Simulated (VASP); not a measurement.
# CuO (rock salt type) (Fm-3m) in VASP: further runs

The runs below take CuO (rock salt type) through single point, with r2SCAN.

All numbers are computed with VASP 6.6.1; they aren't measurements. Logs are shortened: lines on timing, memory, paths and dates and some standing lists are left out, and cuts for length are marked.

### Step 1. The cell of the first run

The structure is cubic, space group Fm-3m (No. 225). The conventional cell has a = 4.258 Å, b = 4.258 Å, c = 4.258 Å, α = 90.00°, β = 90.00°, γ = 90.00°. Cu (site symmetry m-3m) has 6 O at 2.13 Å within 2.8 Å. Within 2.8 Å of O (site symmetry m-3m) lie 6 Cu at 2.13 Å.

### Step 2. Single point, r2SCAN

Input file POSCAR:

```
CuO
1.0
    0.0000000000      2.1288902138      2.1288902138
    2.1288902138      0.0000000000      2.1288902138
    2.1288902138      2.1288902138      0.0000000000
Cu O
1 1
Direct
    0.0000000000      0.0000000000      0.0000000000
    0.5000000000      0.5000000000      0.5000000000
```

Input file INCAR.step1:

```
SYSTEM = CuO
PREC = Accurate ; ENCUT = 520
ISMEAR = -1 ; SIGMA = 0.1
LREAL = .FALSE. ; LASPH = .TRUE.
NELM = 80 ; NBANDS = 16
GGA = PE ; ALGO = Normal
EDIFF = 1E-4 ; LWAVE = .TRUE.
LCHARG = .FALSE.
```

Input file INCAR.step2:

```
SYSTEM = CuO
PREC = Accurate ; ENCUT = 520
EDIFF = 1E-7 ; ISMEAR = -1
SIGMA = 0.1 ; LREAL = .FALSE.
LASPH = .TRUE. ; NELM = 80
ALGO = Normal ; ISIF = 2
LWAVE = .FALSE. ; LCHARG = .FALSE.
METAGGA = R2SCAN ; LMIXTAU = .TRUE.
NBANDS = 16 ; ISTART = 1
```

Input file KPOINTS:

```
Automatic mesh
0
G
  14 14 14
  0 0 0
```

Potentials or basis: VASP PAW PBE potentials, release 64 (Cu, O).

Started as:

```
> cat potpaw_PBE.64/Cu/POTCAR potpaw_PBE.64/O/POTCAR > POTCAR
> cp INCAR.step1 INCAR
> mpirun -np 1 vasp_std > vasp.out
> cp INCAR.step2 INCAR
> mpirun -np 1 vasp_std > vasp.out
```

OUTCAR:

```text
SYSTEM = CuO
   PREC = Accurate
   ENCUT = 520
   EDIFF = 1E-7
   ISMEAR = -1
   LREAL = .FALSE.
   LASPH = .TRUE.
   NELM = 80
   ISIF = 2
   METAGGA = R2SCAN
   ISTART = 1

 ion  position               nearest neighbor table
   1  0.000  0.000  0.000-   2 2.13   2 2.13   2 2.13   2 2.13   2 2.13   2 2.13
   2  0.500  0.500  0.500-   1 2.13   1 2.13   1 2.13   1 2.13   1 2.13   1 2.13

  LATTYP: Found a face centered cubic cell.
 ALAT       =     4.2577804276

  Lattice vectors:

 A1 = (   0.0000000000,   2.1288902138,   2.1288902138)
 A2 = (   2.1288902138,   0.0000000000,   2.1288902138)
 A3 = (   2.1288902138,   2.1288902138,   0.0000000000)

Analysis of symmetry for initial positions (statically):
=====================================================================
 Subroutine PRICEL returns:
 Original cell was already a primitive cell.

 Routine SETGRP: Setting up the symmetry group for a
 face centered cubic supercell.

 Subroutine GETGRP returns: Found 48 space group operations
 (whereof 48 operations were pure point group operations)
 out of a pool of 48 trial point group operations.

The static configuration has the point symmetry O_h .

Analysis of symmetry for dynamics (positions and initial velocities):
=====================================================================
 Subroutine PRICEL returns:
 Original cell was already a primitive cell.

 Routine SETGRP: Setting up the symmetry group for a
 face centered cubic supercell.

 Subroutine GETGRP returns: Found 48 space group operations
 (whereof 48 operations were pure point group operations)
 out of a pool of 48 trial point group operations.

The dynamic configuration has the point symmetry O_h .

 Subroutine INISYM returns: Found 48 space group operations
 (whereof 48 operations are pure point group operations),
 and found     1 'primitive' translations

----------------------------------------------------------------------------------------

                                     Primitive cell

  volume of cell :      19.2970

  direct lattice vectors                    reciprocal lattice vectors
     0.000000000  2.128890214  2.128890214    -0.234864154  0.234864154  0.234864154
     2.128890214  0.000000000  2.128890214     0.234864154 -0.234864154  0.234864154
     2.128890214  2.128890214  0.000000000     0.234864154  0.234864154 -0.234864154

  length of vectors
     3.010705413  3.010705413  3.010705413     0.406796648  0.406796648  0.406796648

  position of ions in fractional coordinates (direct lattice)
     0.000000000  0.000000000  0.000000000
     0.500000000  0.500000000  0.500000000
[... 72 lines left out ...]
   LNONCOLLINEAR =      F non collinear calculations
   LSORBIT =      F    spin-orbit coupling
   LASPH  =      T    aspherical Exc in radial PAW
   ENCUT  =  520.0 eV  38.22 Ry    6.18 a.u.   5.60  5.60  5.60*2*pi/ulx,y,z
   NELM   =     80;   NELMIN=  2; NELMDL=  0     # of ELM steps
   EDIFF  = 0.1E-06   stopping-criterion for ELM
   LREAL  =      F    real-space projection
   EDIFFG = 0.1E-05   stopping-criterion for IOM
   NSW    =      0    number of steps for IOM
   IBRION =     -1    ionic relax: 0-MD 1-quasi-New 2-CG
   NFREE  =      0    steps in history (QN), initial steepest desc. (CG)
   ISIF   =      2    stress and relaxation
   ISYM   =      2    0-nonsym 1-usesym 2-fastsym
   POTIM  = 0.5000    time-step for ionic-motion
   TEBEG  =    0.0;   TEEND  =   0.0 temperature during run
   PSTRESS=    0.0 pullay stress
   NELECT =      17.0000    total number of electrons
   NUPDOWN=      -1.0000    fix difference up-down
   EMIN   =  10.00;   EMAX   =-10.00  energy-range for DOS
   EFERMI =   0.00;   METHOD = LEGACY
   ISMEAR =    -1;   SIGMA  =   0.10  broadening in eV -4-tet -1-fermi 0-gaus
   EFERMI_NEDOS =   21; number of points for ismear=-14 and -15
   IALGO  =     38    algorithm
   IMIX   =      4    mixing-type and parameters
     AMIX     =   0.40;   BMIX     =  1.00
     AMIX_MAG =   1.60;   BMIX_MAG =  1.00
  volume/ion in A,a.u.               =       9.65        65.11
  Fermi-wavevector in a.u.,A,eV,Ry     =   1.569379  2.965697 33.510481  2.462951
  Thomas-Fermi vector in A             =   2.671270
   LORBIT       =      0    0 simple, 1 ext, 2 COOP (PROOUT), +10 PAW based schemes
   METAGGA = R2SCAN    functional components
   LHFCALC =     F    Hartree Fock is set to
   AEXX    =    0.0000 exact exchange contribution
   IVDW    =     0    specifies the selected vdW correction
   LEPSILON=     F    determine dielectric tensor
   LRPA    =     F    only Hartree local field effects (RPA)
 non-spin polarized calculation
  energy-cutoff  :      520.00
  volume of cell :       19.30
 maximum number of plane-waves:       533
   NGX = 11   NGY = 11   NGZ = 11

 number of electron      17.0000015 magnetization

 Free energy of the ion-electron system (eV)
  ---------------------------------------------------
  ext. energy  EPLUGINS =         0.00000000
  ---------------------------------------------------
  free energy    TOTEN  =       -17.97800743 eV

  energy without entropy =      -17.92774235  energy(sigma->0) =      -17.95287489

 E-fermi :   5.7427     XC(G=0): -13.0323

 val. band max:        5.7395724114   @ k =  -0.3571   0.2857   0.1429
 cond. band min:       5.7598166093   @ k =   0.5000   0.1429   0.0714
 fundamental gap:      0.0202441979
 Fermi energy:         5.7427096355

 k-point     1 :       0.0000    0.0000    0.0000
  band No.  band energies     occupation
      1     -14.7473      2.00000
      2       3.1802      2.00000
      3       3.1803      2.00000
      4       3.1803      2.00000
      5       3.2831      2.00000
      6       3.2831      2.00000
[... 433 lines left out ...]
      3       1.5551      2.00000
      4       1.7897      2.00000
      5       3.2068      2.00000
      6       3.6642      2.00000
[... 8 lines left out ...]
     15      30.2709      0.00000
     16      31.3796      0.00000

 [... further k-points ...]
[... 5 lines left out ...]
  --------------------------------------------------------------------------------------
  -------------------------------------------------------------------------------------
  Total       -1.0026244     -1.0026244     -1.0026244      0.0000000      0.0000000     -0.0000000
  in kB      -83.2451742    -83.2451742    -83.2451742      0.0000000      0.0000000     -0.0000000
  external PRESSURE =     -83.2451742 kB  Pullay stress =       0.0000000 kB

 VOLUME and BASIS-vectors are now :
 -----------------------------------------------------------------------------
  energy-cutoff  :      520.00
  volume of cell :       19.30
      direct lattice vectors                 reciprocal lattice vectors
     0.000000000  2.128890214  2.128890214    -0.234864154  0.234864154  0.234864154
     2.128890214  0.000000000  2.128890214     0.234864154 -0.234864154  0.234864154
     2.128890214  2.128890214  0.000000000     0.234864154  0.234864154 -0.234864154

 POSITION                                       TOTAL-FORCE (eV/Angst)
 -----------------------------------------------------------------------------------
      0.00000      0.00000      0.00000        -0.000000     -0.000000     -0.000000
      2.12889      2.12889      2.12889         0.000000      0.000000      0.000000
 -----------------------------------------------------------------------------------
    total drift:                                0.000000     -0.000000     -0.000000

  FREE ENERGIE OF THE ION-ELECTRON SYSTEM (eV)
  ---------------------------------------------------
  free  energy   TOTEN  =       -17.9780074318 eV

  energy  without entropy=      -17.9277423506  energy(sigma->0) =      -17.95287489
```

OUTCAR.step1:

```text
SYSTEM = CuO
   PREC = Accurate
   ENCUT = 520
   ISMEAR = -1
   LREAL = .FALSE.
   LASPH = .TRUE.
[... 676 lines left out ...]
      0.00000      0.00000      0.00000         0.000000      0.000000      0.000000
      2.12889      2.12889      2.12889         0.000000     -0.000000     -0.000000
 -----------------------------------------------------------------------------------
    total drift:                                0.000000     -0.000000     -0.000000

  FREE ENERGIE OF THE ION-ELECTRON SYSTEM (eV)
  ---------------------------------------------------
  free  energy   TOTEN  =        -9.5585731924 eV

  energy  without entropy=       -9.5076193536  energy(sigma->0) =       -9.53309627
```

OSZICAR.step1:

```text
N       E                     dE             d eps       ncg     rms          rms(c)
DAV:   1     0.825845240094E+02    0.82585E+02   -0.83446E+03  3704   0.163E+03
DAV:   2    -0.779764429584E+01   -0.90382E+02   -0.81113E+02  3536   0.278E+02
DAV:   3    -0.122628254280E+02   -0.44652E+01   -0.42166E+01  4272   0.619E+01
DAV:   4    -0.123075365809E+02   -0.44711E-01   -0.44699E-01  3768   0.596E+00
DAV:   5    -0.123081765964E+02   -0.64002E-03   -0.64001E-03  4512   0.747E-01    0.109E+01
DAV:   6    -0.110567035856E+02    0.12515E+01   -0.13109E+01  4056   0.101E+02    0.906E+00
DAV:   7    -0.959167690026E+01    0.14650E+01   -0.39133E+00  4296   0.799E+01    0.165E+00
DAV:   8    -0.957783454803E+01    0.13842E-01   -0.24390E-01  4800   0.582E+00    0.977E-01
DAV:   9    -0.955948717990E+01    0.18347E-01   -0.19792E-02  5448   0.474E+00    0.291E-01
DAV:  10    -0.955847927773E+01    0.10079E-02   -0.43864E-03  5112   0.191E+00    0.770E-02
DAV:  11    -0.955857319236E+01   -0.93915E-04   -0.83738E-04  5072   0.460E-01
   1 F= -.95585732E+01 E0= -.95330963E+01  d E =-.509538E-01
```

Run time: 1.9 min. Hardware: 1 thread of AMD EPYC 9R45 (Zen 5), shared host; peak memory 0.13 GiB.

What came out:

```yaml
Free_energy: -17.9780 eV
Pressure: -8.3 GPa
```

Caveat: the PAW data sets were made with another functional, which shifts forces and pressure a little; an odd number of electrons without spin polarisation forces a metal; a magnetic or distorted state may lie lower; semilocal functionals often make such compounds metallic where correlation or magnetic order opens a gap, which also shifts bond lengths. With open d or f shells a metallic result of r2SCAN can be an artefact of self-interaction; +U or a hybrid may open a gap.

### Step 3. Single point, r2SCAN

This run uses another cell than the first one, of 9.94 Å³/atom, 1.030 times its volume.

Input file POSCAR:

```
CuO
1.0
    0.0000000000      2.1497630175      2.1497630175
    2.1497630175      0.0000000000      2.1497630175
    2.1497630175      2.1497630175      0.0000000000
Cu O
1 1
Direct
    0.0000000000      0.0000000000      0.0000000000
    0.5000000000      0.5000000000      0.5000000000
```

Input file INCAR.step1:

```
SYSTEM = CuO
PREC = Accurate
ENCUT = 520
ISMEAR = -1
SIGMA = 0.1
LREAL = .FALSE.
LASPH = .TRUE.
NELM = 100
NBANDS = 16
GGA = PE
ALGO = Normal
EDIFF = 1E-4
LWAVE = .TRUE.
LCHARG = .FALSE.
```

Input file INCAR.step2:

```
SYSTEM = CuO
PREC = Accurate
ENCUT = 520
EDIFF = 1E-7
ISMEAR = -1
SIGMA = 0.1
LREAL = .FALSE.
LASPH = .TRUE.
NELM = 100
ALGO = Normal
ISIF = 2
LWAVE = .FALSE.
LCHARG = .FALSE.
METAGGA = R2SCAN
LMIXTAU = .TRUE.
NBANDS = 16
ISTART = 1
```

KPOINTS is that of step 2.

Potentials or basis: VASP PAW PBE potentials, release 64 (Cu, O).

Started as:

```
> cat potpaw_PBE.64/Cu/POTCAR potpaw_PBE.64/O/POTCAR > POTCAR
> cp INCAR.step1 INCAR
> mpirun -np 1 vasp_std > vasp.out
> cp INCAR.step2 INCAR
> mpirun -np 1 vasp_std > vasp.out
```

Wall time 2 min (1 thread of AMD EPYC 9R45 (Zen 5), shared host); peak memory 0.13 GiB.

Results (log left out):

* Free energy: -17.9408 eV
* Pressure: -12.9 GPa

Levels at points of the mesh, in eV from the Fermi level:
```csv
k point,band 6,band 7,band 8,band 9,band 10,band 11,band 12,band 13
"(0.00, 0.00, 0.00)",-2.34,-2.34,-2.09,-2.09,1.73,18.82,19.11,19.11
"(0.50, 0.00, 0.00)",-1.91,-1.50,0.69,0.69,6.28,9.98,14.31,14.31
"(0.50, 0.50, 0.00)",-1.83,-1.76,-1.76,-1.46,6.05,11.16,12.51,16.73
```

Caveat: the PAW data sets were made with another functional, which shifts forces and pressure a little; an odd number of electrons without spin polarisation forces a metal; a magnetic or distorted state may lie lower; semilocal functionals often make such compounds metallic where correlation or magnetic order opens a gap, which also shifts bond lengths. With open d or f shells a metallic result of r2SCAN can be an artefact of self-interaction; +U or a hybrid may open a gap.
